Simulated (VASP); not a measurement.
# AgCl (I4/mmm) in VASP: further runs, part 2 of 3

VASP 6.6.1. The steps go on from the part before.

## 3. Electric field gradients, PBEsol (zz strain of -2 %)

The input, INCAR:

```
PREC     = Accurate       # precision mode
ENCUT    = 520            # plane-wave cutoff, eV
EDIFF    = 1E-8           # SCF threshold, eV
ISMEAR   = -1             # smearing method
SIGMA    = 0.01           # smearing width, eV
LREAL    = False          # projectors in reciprocal space
LASPH    = True           # aspherical terms in the spheres
NELM     = 60             # most SCF steps
ALGO     = Normal         # electronic algorithm
ISIF     = 2              # what is computed and relaxed
LWAVE    = False          # write WAVECAR
LCHARG   = False          # write CHGCAR
GGA      = PS             # functional
LEFG     = True         
NBANDS   = 16             # bands
```

The input, KPOINTS:

```
Automatic mesh
0
Gamma
  9 9 9
```

The input, POSCAR:

```
AgCl
1.0
    0.0000000000      2.7731500000      2.7176870000
    2.7731500000      0.0000000000      2.7176870000
    2.7731500000      2.7731500000      0.0000000000
Ag Cl
1 1
Direct
    0.5000000000      0.5000000000      0.5000000000
    0.0000000000      0.0000000000      0.0000000000
```

Potentials or basis: VASP PAW PBE potentials, release 64 (Ag, Cl).

The run is started by

```sh
> cat potpaw_PBE.64/Ag/POTCAR potpaw_PBE.64/Cl/POTCAR > POTCAR
> mpirun -np 1 vasp_std > vasp.out
```

OUTCAR:

```text
PREC = Accurate
   ENCUT = 520
   EDIFF = 1E-8
   ISMEAR = -1
   LREAL = False
   LASPH = True
   NELM = 60
   ISIF = 2
   GGA = PS

 ion  position               nearest neighbor table
   1  0.500  0.500  0.500-   2 2.72   2 2.72   2 2.77   2 2.77   2 2.77   2 2.77
   2  0.000  0.000  0.000-   1 2.72   1 2.72   1 2.77   1 2.77   1 2.77   1 2.77

  LATTYP: Found a body centered tetragonal cell.
 ALAT       =     3.9218263405
 C/A-ratio  =     1.3859292911

  Lattice vectors:

 A1 = (   0.0000000000,  -2.7731500000,  -2.7176870000)
 A2 = (   0.0000000000,   2.7731500000,  -2.7176870000)
 A3 = (   2.7731500000,   0.0000000000,   2.7176870000)

Analysis of symmetry for initial positions (statically):
=====================================================================
 Subroutine PRICEL returns:
 Original cell was already a primitive cell.

 Routine SETGRP: Setting up the symmetry group for a
 body centered tetragonal supercell.

 Subroutine GETGRP returns: Found 16 space group operations
 (whereof 16 operations were pure point group operations)
 out of a pool of 16 trial point group operations.

The static configuration has the point symmetry D_4h.

Analysis of symmetry for dynamics (positions and initial velocities):
=====================================================================
 Subroutine PRICEL returns:
 Original cell was already a primitive cell.

 Routine SETGRP: Setting up the symmetry group for a
 body centered tetragonal supercell.

 Subroutine GETGRP returns: Found 16 space group operations
 (whereof 16 operations were pure point group operations)
 out of a pool of 16 trial point group operations.

The dynamic configuration has the point symmetry D_4h.

 Subroutine INISYM returns: Found 16 space group operations
 (whereof 16 operations are pure point group operations),
 and found     1 'primitive' translations

----------------------------------------------------------------------------------------

                                     Primitive cell

  volume of cell :      41.8000

  direct lattice vectors                    reciprocal lattice vectors
     0.000000000  2.773150000  2.717687000    -0.180300380  0.180300380  0.183979980
     2.773150000  0.000000000  2.717687000     0.180300380 -0.180300380  0.183979980
     2.773150000  2.773150000  0.000000000     0.180300380  0.180300380 -0.183979980

  length of vectors
     3.882806144  3.882806144  3.921826340     0.314428191  0.314428191  0.314428191

  position of ions in fractional coordinates (direct lattice)
     0.500000000  0.500000000  0.500000000
     0.000000000  0.000000000  0.000000000

  ion indices of the primitive-cell ions
   primitive index   ion index
                 1           1
                 2           2

----------------------------------------------------------------------------------------

 KPOINTS: Automatic mesh

Automatic generation of k-mesh.
 Grid dimensions read from file:
 generate k-points for:    9    9    9

 Generating k-lattice:

[... 66 lines left out ...]
   NFREE  =      0    steps in history (QN), initial steepest desc. (CG)
   ISIF   =      2    stress and relaxation
   ISYM   =      2    0-nonsym 1-usesym 2-fastsym
   POTIM  = 0.5000    time-step for ionic-motion
   TEBEG  =    0.0;   TEEND  =   0.0 temperature during run
   PSTRESS=    0.0 pullay stress
   NELECT =      18.0000    total number of electrons
   NUPDOWN=      -1.0000    fix difference up-down
   EMIN   =  10.00;   EMAX   =-10.00  energy-range for DOS
   EFERMI =   0.00;   METHOD = LEGACY
   ISMEAR =    -1;   SIGMA  =   0.01  broadening in eV -4-tet -1-fermi 0-gaus
   EFERMI_NEDOS =   21; number of points for ismear=-14 and -15
   IALGO  =     38    algorithm
   IMIX   =      4    mixing-type and parameters
     AMIX     =   0.40;   BMIX     =  1.00
     AMIX_MAG =   1.60;   BMIX_MAG =  1.00
  volume/ion in A,a.u.               =      20.90       141.04
  Fermi-wavevector in a.u.,A,eV,Ry     =   1.236252  2.336177 20.794037  1.528319
  Thomas-Fermi vector in A             =   2.370868
   LORBIT       =      0    0 simple, 1 ext, 2 COOP (PROOUT), +10 PAW based schemes
   GGA     = PS    functional components
   LHFCALC =     F    Hartree Fock is set to
   AEXX    =    0.0000 exact exchange contribution
   IVDW    =     0    specifies the selected vdW correction
   LEPSILON=     F    determine dielectric tensor
   LRPA    =     F    only Hartree local field effects (RPA)
 non-spin polarized calculation
  energy-cutoff  :      520.00
  volume of cell :       41.80
 maximum number of plane-waves:      1138
 NGX is ok and might be reduce to    30
   NGX = 15   NGY = 15   NGZ = 15

 number of electron      18.0000006 magnetization

 Free energy of the ion-electron system (eV)
  ---------------------------------------------------
  ext. energy  EPLUGINS =         0.00000000
  ---------------------------------------------------
  free energy    TOTEN  =        -6.05244664 eV

  energy without entropy =       -6.05244664  energy(sigma->0) =       -6.05244664

 E-fermi :   4.1865     XC(G=0): -10.3209

 val. band max:        3.9850025816   @ k =   0.4444   0.0000   0.0000
 cond. band min:       4.7010160515   @ k =   0.0000   0.0000   0.0000
 fundamental gap:      0.7160134698
 Fermi energy:         4.1864558352

 k-point     1 :       0.0000    0.0000    0.0000
  band No.  band energies     occupation
      1     -11.3105      2.00000
      2       1.3933      2.00000
      3       1.3933      2.00000
      4       1.4469      2.00000
      5       1.4473      2.00000
      6       1.4554      2.00000
[... 433 lines left out ...]
      3       0.7390      2.00000
      4       0.7390      2.00000
      5       1.0819      2.00000
      6       1.6693      2.00000
[... 8 lines left out ...]
     15      19.3707      0.00000
     16      19.3741      0.00000

 [... further k-points ...]
[... 5 lines left out ...]
  --------------------------------------------------------------------------------------
  -------------------------------------------------------------------------------------
  Total       -0.5041997     -0.5041997     -0.4023364      0.0000000     -0.0000000     -0.0000000
  in kB      -19.3257773    -19.3257773    -15.4214001      0.0000000     -0.0000000     -0.0000000
  external PRESSURE =     -18.0243182 kB  Pullay stress =       0.0000000 kB

 VOLUME and BASIS-vectors are now :
 -----------------------------------------------------------------------------
  energy-cutoff  :      520.00
  volume of cell :       41.80
      direct lattice vectors                 reciprocal lattice vectors
     0.000000000  2.773150000  2.717687000    -0.180300380  0.180300380  0.183979980
     2.773150000  0.000000000  2.717687000     0.180300380 -0.180300380  0.183979980
     2.773150000  2.773150000  0.000000000     0.180300380  0.180300380 -0.183979980

 POSITION                                       TOTAL-FORCE (eV/Angst)
 -----------------------------------------------------------------------------------
      2.77315      2.77315      2.71769         0.000000      0.000000     -0.000000
      0.00000      0.00000      0.00000        -0.000000      0.000000      0.000000
 -----------------------------------------------------------------------------------
    total drift:                                0.000000      0.000000      0.000000

  FREE ENERGIE OF THE ION-ELECTRON SYSTEM (eV)
  ---------------------------------------------------
  free  energy   TOTEN  =        -6.0524466352 eV

  energy  without entropy=       -6.0524466352  energy(sigma->0) =       -6.05244664

 Electric field gradients (V/A^2)
---------------------------------------------------------------------
 ion       V_xx      V_yy      V_zz      V_xy      V_xz      V_yz
---------------------------------------------------------------------
   1       6.061     6.061   -12.122    -0.000    -0.001    -0.001
   2      -5.111    -5.111    10.222    -0.000    -0.001    -0.001
---------------------------------------------------------------------

 Electric field gradients after diagonalization (V/A^2)
 (convention: |V_zz| > |V_xx| > |V_yy|)
----------------------------------------------------------------------
 ion       V_xx      V_yy      V_zz     asymmetry (V_yy - V_xx)/ V_zz
----------------------------------------------------------------------
   1       6.061     6.061   -12.122       0.000
   2      -5.111    -5.110    10.222       0.000
----------------------------------------------------------------------

           NMR quadrupolar parameters

 Cq : quadrupolar parameter    Cq=e*Q*V_zz/h
 eta: asymmetry parameters     (V_yy - V_xx)/ V_zz
 Q  : nuclear electric quadrupole moment in mb (millibarn)
----------------------------------------------------------------------
 ion       Cq(MHz)       eta       Q (mb)
----------------------------------------------------------------------
   1      -0.029       0.000       1.000
   2       0.025       0.000       1.000
----------------------------------------------------------------------
```

Wall time 46 s (1 thread of Intel Xeon Platinum 8259CL at 2.50GHz (Skylake/Cascade Lake), shared host); peak memory 0.2 GiB.

Results:

| Quantity | Value |
| --- | --- |
| Free energy | -6.0524 eV |
| Pressure | -1.8 GPa |
| Band gap on the k mesh | 0.72 eV, indirect (least direct gap 3.07 eV) |

Electric field gradients, principal values (V/Å²):
```csv
atom,least,middle,greatest (by size)
1 Ag,6.061,6.061,-12.122
2 Cl,-5.110,-5.111,10.222
```

Caveat: the cell differs from its parent crystal (zz strain of -2 %); without QUAD_EFG the Cq values of the log hold for a quadrupole moment of 1 mb, not for the nuclei; the PAW data sets were made with another functional, which shifts forces and pressure a little.

(Part 2 of 3 ends here.)
